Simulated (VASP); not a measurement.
**Sr: single point with PBE**

The system is Sr, a sheet with vacuum.

```xyz
2
Lattice="4.3011 0.0000 0.0000 -2.1506 3.7249 0.0000 0.0000 0.0000 30.8500" Properties=species:S:1:pos:R:3 pbc="T T T"
Sr    0.0000    2.4833    7.3599
Sr    2.1506    1.2416   10.6401
```

```yaml
Program: VASP 6.6.1
Task: single point
Functional: PBE
Potentials_or_basis: VASP PAW PBE potentials, release 64 (Sr_sv)
Cutoff: 520 eV
k_mesh: 18 × 18 × 1
Occupations: gaussian, width 0.1 eV
Spin: no spin polarisation
Dipole_correction: yes
Further_INCAR_settings: ALGO = Normal; EDIFF = 1e-06; NBANDS = 17
```

```json
{"Band gap on the k mesh": "zero (bands 10 and 11 overlap by 0.13 eV)"}
```

Levels at points of the mesh, in eV from the Fermi level:
```tsv
k point	band 7	band 8	band 9	band 10	band 11	band 12	band 13	band 14
(0.00, 0.00, 0.00)	-18.84	-18.84	-3.34	-2.08	0.04	0.46	1.62	2.05
(0.50, 0.00, 0.00)	-18.90	-18.87	-0.96	-0.70	0.14	0.53	0.56	1.50
```

It took 4.7 min on 1 thread of AMD EPYC 9R45 96-Core Processor (Zen 5), with other jobs on the host, peak memory 0.65 GiB.
